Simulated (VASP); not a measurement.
# TiCo (Pm-3m) in VASP: notebook

The runs below take TiCo through single point, with PBE, revPBE, BLYP, r2SCAN.

All numbers are computed with VASP 6.6.1; they aren't measurements. Logs are shortened: lines on timing, memory, paths and dates and some standing lists are left out, and cuts for length are marked.

## (1) The cell of the first run

The structure is cubic, space group Pm-3m (No. 221). Conventional cell: a = 2.986 Å, b = 2.986 Å, c = 2.986 Å, α = 90.00°, β = 90.00°, γ = 90.00°. Within 3.4 Å of Co (site symmetry m-3m) lie 8 Ti at 2.59 Å and 6 Co at 2.99 Å. Within 3.4 Å of Ti (site symmetry m-3m) lie 8 Co at 2.59 Å and 6 Ti at 2.99 Å.

## (2) Single point, PBE, collinear spin, ferromagnetic start

Contents of INCAR:

```
ALGO = Fast
EDIFF = 1E-7
ENCUT = 520
GGA = PE
ISIF = 2
ISMEAR = 0
ISPIN = 2
LASPH = T
LCHARG = F
LMAXMIX = 4
LORBIT = 11
LREAL = F
LWAVE = F
MAGMOM = 2 1
NBANDS = 22
NELM = 150
PREC = Accurate
SIGMA = 0.026000000000000002
```

Contents of KPOINTS:

```
k-points
0
Gamma
  9 9 9
```

Contents of POSCAR:

```
TiCo
1.0
    2.9861109900      0.0000000000      0.0000000000
    0.0000000000      2.9861109900      0.0000000000
    0.0000000000      0.0000000000      2.9861109900
Co Ti
1 1
Direct
    0.5000000000      0.5000000000      0.5000000000
    0.0000000000      0.0000000000      0.0000000000
```

Potentials or basis: VASP PAW PBE potentials, release 64 (Co, Ti_sv).

Command:

```console
> cat potpaw_PBE.64/Co/POTCAR potpaw_PBE.64/Ti_sv/POTCAR > POTCAR
> mpirun -np 1 vasp_std > vasp.out
```

OUTCAR:

```text
EDIFF = 1E-7
   ENCUT = 520
   GGA = PE
   ISIF = 2
   ISMEAR = 0
   ISPIN = 2
   LASPH = T
   LORBIT = 11
   LREAL = F
   NELM = 150
   PREC = Accurate

 ion  position               nearest neighbor table
   1  0.500  0.500  0.500-   2 2.59   2 2.59   2 2.59   2 2.59   2 2.59   2 2.59   2 2.59   2 2.59

   2  0.000  0.000  0.000-   1 2.59   1 2.59   1 2.59   1 2.59   1 2.59   1 2.59   1 2.59   1 2.59

  LATTYP: Found a simple cubic cell.
 ALAT       =     2.9861109900

  Lattice vectors:

 A1 = (   2.9861109900,   0.0000000000,   0.0000000000)
 A2 = (   0.0000000000,   2.9861109900,   0.0000000000)
 A3 = (   0.0000000000,   0.0000000000,   2.9861109900)

Analysis of symmetry for initial positions (statically):
=====================================================================
 Subroutine PRICEL returns:
 Original cell was already a primitive cell.

 Routine SETGRP: Setting up the symmetry group for a
 simple cubic supercell.

 Subroutine GETGRP returns: Found 48 space group operations
 (whereof 48 operations were pure point group operations)
 out of a pool of 48 trial point group operations.

The static configuration has the point symmetry O_h .

Analysis of symmetry for dynamics (positions and initial velocities):
=====================================================================
 Subroutine PRICEL returns:
 Original cell was already a primitive cell.

 Routine SETGRP: Setting up the symmetry group for a
 simple cubic supercell.

 Subroutine GETGRP returns: Found 48 space group operations
 (whereof 48 operations were pure point group operations)
 out of a pool of 48 trial point group operations.

The dynamic configuration has the point symmetry O_h .

Analysis of structural, dynamic, and magnetic symmetry:
=====================================================================
 Subroutine PRICEL returns:
 Original cell was already a primitive cell.

 Routine SETGRP: Setting up the symmetry group for a
 simple cubic supercell.

 Subroutine GETGRP returns: Found 48 space group operations
 (whereof 48 operations were pure point group operations)
 out of a pool of 48 trial point group operations.

The overall configuration has the point symmetry O_h .

 Subroutine INISYM returns: Found 48 space group operations
 (whereof 48 operations are pure point group operations),
 and found     1 'primitive' translations

----------------------------------------------------------------------------------------

                                     Primitive cell

  volume of cell :      26.6267

  direct lattice vectors                    reciprocal lattice vectors
     2.986110990  0.000000000  0.000000000     0.334883735  0.000000000  0.000000000
     0.000000000  2.986110990  0.000000000     0.000000000  0.334883735  0.000000000
     0.000000000  0.000000000  2.986110990     0.000000000  0.000000000  0.334883735

  length of vectors
     2.986110990  2.986110990  2.986110990     0.334883735  0.334883735  0.334883735

  position of ions in fractional coordinates (direct lattice)
     0.500000000  0.500000000  0.500000000
     0.000000000  0.000000000  0.000000000

  ion indices of the primitive-cell ions
   primitive index   ion index
                 1           1
                 2           2

----------------------------------------------------------------------------------------

 KPOINTS: k-points

Automatic generation of k-mesh.
 Grid dimensions read from file:
 generate k-points for:    9    9    9

 Generating k-lattice:

  Cartesian coordinates                     Fractional coordinates (reciprocal lattice)
     0.037209304  0.000000000  0.000000000     0.111111111  0.000000000  0.000000000
     0.000000000  0.037209304  0.000000000     0.000000000  0.111111111  0.000000000
     0.000000000  0.000000000  0.037209304     0.000000000  0.000000000  0.111111111

  Length of vectors
     0.037209304  0.037209304  0.037209304

  Shift w.r.t. Gamma in fractional coordinates (k-lattice)
     0.000000000  0.000000000  0.000000000

 Subroutine IBZKPT returns following result:
 ===========================================

 Found     35 irreducible k-points:

 Following reciprocal coordinates:
            Coordinates               Weight
  0.000000  0.000000  0.000000      1.000000
  0.111111  0.000000  0.000000      6.000000
  0.222222  0.000000  0.000000      6.000000
  0.333333  0.000000  0.000000      6.000000
  0.444444  0.000000  0.000000      6.000000
  0.111111  0.111111  0.000000     12.000000
[... 16 lines left out ...]
  0.333333  0.333333  0.111111     24.000000
  0.444444  0.333333  0.111111     48.000000
 [... further k-points ...]
   k-points           NKPTS =     35   k-points in BZ     NKDIM =     35   number of bands    NBANDS=     22
   number of dos      NEDOS =    301   number of ions     NIONS =      2
   total plane-waves  NPLWV =  13824
   dimension x,y,z NGX =    24 NGY =   24 NGZ =   24
   dimension x,y,z NGXF=    48 NGYF=   48 NGZF=   48
   ions per type =               1   1
   NGX,Y,Z   is equivalent  to a cutoff of  13.36, 13.36, 13.36 a.u.
   NGXF,Y,Z  is equivalent  to a cutoff of  26.72, 26.72, 26.72 a.u.
 SYSTEM =  unknown system
   PREC   = accura    normal or accurate (medium, high low for compatibility)
   ISTART =      0    job   : 0-new  1-cont  2-samecut
   ICHARG =      2    charge: 1-file 2-atom 10-const
   ISPIN  =      2    spin polarized calculation?
   LNONCOLLINEAR =      F non collinear calculations
   LSORBIT =      F    spin-orbit coupling
   LASPH  =      T    aspherical Exc in radial PAW
   ENCUT  =  520.0 eV  38.22 Ry    6.18 a.u.   5.55  5.55  5.55*2*pi/ulx,y,z
   NELM   =    150;   NELMIN=  2; NELMDL= -5     # of ELM steps
   EDIFF  = 0.1E-06   stopping-criterion for ELM
   LREAL  =      F    real-space projection
   EDIFFG = 0.1E-05   stopping-criterion for IOM
   NSW    =      0    number of steps for IOM
   IBRION =     -1    ionic relax: 0-MD 1-quasi-New 2-CG
   NFREE  =      0    steps in history (QN), initial steepest desc. (CG)
   ISIF   =      2    stress and relaxation
   ISYM   =      2    0-nonsym 1-usesym 2-fastsym
   POTIM  = 0.5000    time-step for ionic-motion
   TEBEG  =    0.0;   TEEND  =   0.0 temperature during run
   PSTRESS=    0.0 pullay stress
   NELECT =      21.0000    total number of electrons
   NUPDOWN=      -1.0000    fix difference up-down
   EMIN   =  10.00;   EMAX   =-10.00  energy-range for DOS
   EFERMI =   0.00;   METHOD = LEGACY
   ISMEAR =     0;   SIGMA  =   0.03  broadening in eV -4-tet -1-fermi 0-gaus
   EFERMI_NEDOS =   21; number of points for ismear=-14 and -15
   IALGO  =     68    algorithm
   IMIX   =      4    mixing-type and parameters
     AMIX     =   0.40;   BMIX     =  1.00
     AMIX_MAG =   1.60;   BMIX_MAG =  1.00
  volume/ion in A,a.u.               =      13.31        89.84
  Fermi-wavevector in a.u.,A,eV,Ry     =   1.512546  2.858298 31.127355  2.287796
  Thomas-Fermi vector in A             =   2.622456
   LORBIT       =     11    0 simple, 1 ext, 2 COOP (PROOUT), +10 PAW based schemes
   GGA     = PE    functional components
   LHFCALC =     F    Hartree Fock is set to
   AEXX    =    0.0000 exact exchange contribution
   IVDW    =     0    specifies the selected vdW correction
   LEPSILON=     F    determine dielectric tensor
   LRPA    =     F    only Hartree local field effects (RPA)
 spin polarized calculation
 RMM-DIIS sequential band-by-band and
 Gauss-broadening in eV      SIGMA  =   0.03
  energy-cutoff  :      520.00
  volume of cell :       26.63
 maximum number of plane-waves:       739
 NGX is ok and might be reduce to    24
   NGX = 11   NGY = 11   NGZ = 11

 number of electron      20.9999983 magnetization       0.8342650

 Free energy of the ion-electron system (eV)
  ---------------------------------------------------
  ext. energy  EPLUGINS =         0.00000000
  ---------------------------------------------------
  free energy    TOTEN  =       -15.67499802 eV

  energy without entropy =      -15.67445189  energy(sigma->0) =      -15.67472496

 E-fermi :   9.9599     XC(G=0): -12.5744

 val. band max:        9.9589592444   @ k =   0.3333   0.3333   0.0000
 cond. band min:       9.9911168868   @ k =   0.3333   0.1111   0.1111
 fundamental gap:      0.0321576423
 Fermi energy:         9.9599213620

 spin component 1

 k-point     1 :       0.0000    0.0000    0.0000
  band No.  band energies     occupation
      1     -47.2134      1.00000
      2     -23.3067      1.00000
      3     -23.3067      1.00000
      4     -23.3067      1.00000
      5       2.2477      1.00000
      6       5.7615      1.00000
[... 14 lines left out ...]
     21      29.4577      0.00000
     22      30.8751      0.00000
[... 552 lines left out ...]
  band No.  band energies     occupation
      1     -47.1579      1.00000
      2     -23.5572      1.00000
      3     -23.4881      1.00000
      4     -23.2969      1.00000
      5       5.6747      1.00000
      6       6.2722      1.00000
[... 14 lines left out ...]
     21      26.7273      0.00000
     22      29.7344      0.00000

 [... further k-points ...]

 spin component 2

 k-point     1 :       0.0000    0.0000    0.0000
  band No.  band energies     occupation
      1     -47.2225      1.00000
      2     -23.3164      1.00000
      3     -23.3164      1.00000
      4     -23.3164      1.00000
      5       2.2308      1.00000
      6       6.4121      1.00000
[... 14 lines left out ...]
     21      29.5230      0.00000
     22      30.7530      0.00000
[... 552 lines left out ...]
  band No.  band energies     occupation
      1     -47.1665      1.00000
      2     -23.5700      1.00000
      3     -23.5001      1.00000
      4     -23.3069      1.00000
      5       5.9828      1.00000
      6       6.5521      1.00000
[... 14 lines left out ...]
     21      26.7612      0.00000
     22      29.7077      0.00000

 [... further k-points ...]
[... 5 lines left out ...]
  --------------------------------------------------------------------------------------
  -------------------------------------------------------------------------------------
  Total       -0.1589321     -0.1589321     -0.1589321     -0.0000000      0.0000000     -0.0000000
  in kB       -9.5632255     -9.5632255     -9.5632255     -0.0000000      0.0000000     -0.0000000
  external PRESSURE =      -9.5632255 kB  Pullay stress =       0.0000000 kB

 VOLUME and BASIS-vectors are now :
 -----------------------------------------------------------------------------
  energy-cutoff  :      520.00
  volume of cell :       26.63
      direct lattice vectors                 reciprocal lattice vectors
     2.986110990  0.000000000  0.000000000     0.334883735  0.000000000  0.000000000
     0.000000000  2.986110990  0.000000000     0.000000000  0.334883735  0.000000000
     0.000000000  0.000000000  2.986110990     0.000000000  0.000000000  0.334883735

 POSITION                                       TOTAL-FORCE (eV/Angst)
 -----------------------------------------------------------------------------------
      1.49306      1.49306      1.49306         0.000000      0.000000      0.000000
      0.00000      0.00000      0.00000         0.000000      0.000000      0.000000
 -----------------------------------------------------------------------------------
    total drift:                                0.000000      0.000000     -0.000000

  FREE ENERGIE OF THE ION-ELECTRON SYSTEM (eV)
  ---------------------------------------------------
  free  energy   TOTEN  =       -15.6749980231 eV

  energy  without entropy=      -15.6744518891  energy(sigma->0) =      -15.67472496

 total charge

# of ion       s       p       d       tot
------------------------------------------
    1        0.524   0.460   7.302   8.287
    2        2.247   6.179   1.861  10.287
--------------------------------------------------
tot          2.771   6.639   9.163  18.573

 magnetization (x)

# of ion       s       p       d       tot
------------------------------------------
    1        0.026  -0.006   0.898   0.918
    2       -0.003  -0.014  -0.012  -0.029
--------------------------------------------------
tot          0.023  -0.020   0.886   0.889
```

Wall time 22 s (1 thread of Intel Xeon 6975P-C (Granite Rapids), shared host); peak memory 0.16 GiB.

Results:

| Property | Result |
| --- | --- |
| Free energy | -15.6750 eV |
| Pressure | -1.0 GPa |
| Net moment | 0.83 μB per cell |
| Site moments | Co +0.92; Ti -0.03 μB |
| Valence electrons inside the program's atomic spheres | Co 8.29; Ti 10.29 |

## (3) Single point, revPBE, collinear spin, ferromagnetic start

This run uses another cell than the first one, of 13.55 Å³/atom, 1.018 times its volume.

Contents of INCAR:

```
SYSTEM = TiCo
PREC = Accurate ; ENCUT = 520
EDIFF = 1E-7 ; ISMEAR = -1
SIGMA = 0.05 ; LREAL = .False.
LASPH = .True. ; NELM = 150
ALGO = Normal ; ISIF = 2
LWAVE = .False. ; LCHARG = .True.
ISPIN = 2 ; MAGMOM = 2 1
LORBIT = 11 ; LMAXMIX = 4
GGA = RE ; LELF = .True.
LVHAR = .True. ; NBANDS = 22
```

Contents of KPOINTS:

```
Automatic mesh
0
Gamma
  9 9 9
  0 0 0
```

Contents of POSCAR:

```
TiCo
1.0
    3.0034423670      0.0000000000      0.0000000000
    0.0000000000      3.0034423670      0.0000000000
    0.0000000000      0.0000000000      3.0034423670
Co Ti
1 1
Direct
    0.5000000000      0.5000000000      0.5000000000
    0.0000000000      0.0000000000      0.0000000000
```

Potentials or basis: VASP PAW PBE potentials, release 64 (Co, Ti_sv).

Command:

```console
> cat potpaw_PBE.64/Co/POTCAR potpaw_PBE.64/Ti_sv/POTCAR > POTCAR
> mpirun -np 1 vasp_std > vasp.out
```

It took 19 s on 1 thread of Intel Xeon 6975P-C (Granite Rapids), shared host; peak memory 0.17 GiB.

Results (log left out):

```yaml
Free_energy: -14.9295 eV
Pressure: -0.4 GPa
Net_moment: 0.84 μB per cell
Site_moments: Co +0.96; Ti -0.05 μB
Valence_electrons_inside_the_program's_atomic_spheres: Co 8.26; Ti 10.26
```

Levels at points of the mesh, in eV from the Fermi level:
Spin up:
```csv
k point,band 9,band 10,band 11,band 12,band 13,band 14
"(0.00, 0.00, 0.00)",-1.88,-1.88,0.45,0.45,2.60,2.60
```
Spin down:
| k point | band 6 | band 7 | band 8 | band 9 | band 10 | band 11 | band 12 | band 13 | band 14 | band 15 |
| --- | --- | --- | --- | --- | --- | --- | --- | --- | --- | --- |
| (0.00, 0.00, 0.00) | -3.42 | -3.42 | -1.31 | -1.31 | -1.31 | 1.01 | 1.01 | 2.68 | 2.68 | 2.68 |

Caveat: the PAW data sets were made with another functional, which shifts forces and pressure a little.

## (4) Single point, BLYP, collinear spin, ferromagnetic start

This run uses another cell than the first one, of 13.71 Å³/atom, 1.029 times its volume.

Contents of INCAR:

```
  PREC = Accurate
  ENCUT = 520
  EDIFF = 1E-6
  ISMEAR = -1
  SIGMA = 0.05
  LREAL = F
  LASPH = T
  NELM = 150
  ALGO = Fast
  ISIF = 2
  LWAVE = F
  LCHARG = F
  ISPIN = 2
  MAGMOM = 2 1
  LORBIT = 11
  LMAXMIX = 4
  GGA = B5
  ALDAX = 1.0
  AGGAX = 1.0
  AGGAC = 1.0
  ALDAC = 0.0
  NBANDS = 22
```

Contents of KPOINTS:

```
regular mesh
0
Gamma
  9 9 9
```

Contents of POSCAR:

```
TiCo
1.0
    3.0151166799      0.0000000000      0.0000000000
    0.0000000000      3.0151166799      0.0000000000
    0.0000000000      0.0000000000      3.0151166799
Co Ti
1 1
Direct
    0.5000000000      0.5000000000      0.5000000000
    0.0000000000      0.0000000000      0.0000000000
```

Command:

```console
> cat potpaw_PBE.64/Co/POTCAR potpaw_PBE.64/Ti_sv/POTCAR > POTCAR
> mpirun -np 1 vasp_std > vasp.out
```

Run time: 24 s. Hardware: 1 thread of Intel Xeon 6975P-C (Granite Rapids), shared host; peak memory 0.17 GiB.

It converged, with:

| Property | Result |
| --- | --- |
| Free energy | -13.6807 eV |
| Pressure | -0.2 GPa |
| Net moment | 0.80 μB per cell |
| Site moments | Co +0.86; Ti -0.01 μB |
| Valence electrons inside the program's atomic spheres | Co 8.29; Ti 10.29 |

Levels at points of the mesh, in eV from the Fermi level:
Spin up:
| k point | band 9 | band 10 | band 11 | band 12 | band 13 | band 14 |
| --- | --- | --- | --- | --- | --- | --- |
| (0.00, 0.00, 0.00) | -1.83 | -1.83 | 0.44 | 0.44 | 2.44 | 2.44 |
Spin down:
```
           k point  band 8  band 9  band 10  band 11  band 12  band 13
(0.00, 0.00, 0.00)   -1.35   -1.35    -1.35     0.94     0.94     2.54
```

Caveat: the PAW data sets were made with another functional, which shifts forces and pressure a little.

## (5) Single point, r2SCAN, collinear spin, ferromagnetic start

Contents of POSCAR:

```
TiCo
1.0
    2.9861109900      0.0000000000      0.0000000000
    0.0000000000      2.9861109900      0.0000000000
    0.0000000000      0.0000000000      2.9861109900
Co Ti
1 1
Direct
    0.5000000000      0.5000000000      0.5000000000
    0.0000000000      0.0000000000      0.0000000000
```

Contents of INCAR.step1:

```
PREC = Accurate
ENCUT = 520
ISMEAR = -1
SIGMA = 0.05
LREAL = F
LASPH = T
NELM = 150
ISPIN = 2
MAGMOM = 2 1
LMAXMIX = 4
NBANDS = 22
GGA = PE
ALGO = Normal
EDIFF = 1E-4
LWAVE = T
LCHARG = F
```

Contents of INCAR.step2:

```
PREC = Accurate
ENCUT = 520
EDIFF = 1E-7
ISMEAR = -1
SIGMA = 0.05
LREAL = F
LASPH = T
NELM = 150
ALGO = Normal
ISIF = 2
LWAVE = F
LCHARG = T
ISPIN = 2
MAGMOM = 2 1
LORBIT = 11
LMAXMIX = 4
METAGGA = R2SCAN
LMIXTAU = T
LELF = T
LVHAR = T
NBANDS = 22
ISTART = 1
```

KPOINTS is that of step 4.

Command:

```console
> cat potpaw_PBE.64/Co/POTCAR potpaw_PBE.64/Ti_sv/POTCAR > POTCAR
> cp INCAR.step1 INCAR
> mpirun -np 1 vasp_std > vasp.out
> cp INCAR.step2 INCAR
> mpirun -np 1 vasp_std > vasp.out
```

Wall time 54 s (1 thread of Intel Xeon 6975P-C (Granite Rapids), shared host); peak memory 0.17 GiB.

The run converged. Its results:

| Property | Result |
| --- | --- |
| Free energy | -27.0210 eV |
| Pressure | 0.7 GPa |
| Net moment | 0.87 μB per cell |
| Site moments | Co +1.37; Ti -0.29 μB |
| Valence electrons inside the program's atomic spheres | Co 8.32; Ti 10.25 |

Levels at points of the mesh, in eV from the Fermi level:
Spin up:
```csv
k point,band 8,band 9,band 10,band 11,band 12,band 13,band 14,band 15
"(0.00, 0.00, 0.00)",-2.35,-2.35,-2.35,0.57,0.57,2.91,2.91,2.91
```
Spin down:
| k point | band 7 | band 8 | band 9 | band 10 | band 11 | band 12 | band 13 | band 14 |
| --- | --- | --- | --- | --- | --- | --- | --- | --- |
| (0.00, 0.00, 0.00) | -3.43 | -1.44 | -1.44 | -1.44 | 1.58 | 1.58 | 2.89 | 2.89 |

Caveat: the PAW data sets were made with another functional, which shifts forces and pressure a little.

## (6) Summary

```tsv
level	cell	smearing	gap on the mesh (eV)	pressure (GPa)	moment (μB)
PBE	a = 2.986 Å, 2 atoms	gaussian 0.026 eV	none	-1.0	0.83
revPBE	a = 3.003 Å, 2 atoms	fermi-dirac 0.05 eV	none	-0.4	0.84
BLYP	a = 3.015 Å, 2 atoms	fermi-dirac 0.05 eV	none	-0.2	0.80
r2SCAN	a = 2.986 Å, 2 atoms	fermi-dirac 0.05 eV	none	0.7	0.87
```

Alike in all rows: task single point; potentials or basis VASP PAW PBE potentials, release 64 (Co, Ti_sv); spin collinear, ferromagnetic start; k mesh 9 × 9 × 9; cutoff (eV) 520.

Caveats: the PAW data sets were made with another functional, which shifts forces and pressure a little (some runs).

Total energies depend on the potentials used, so only differences within one code and one set of settings carry meaning.
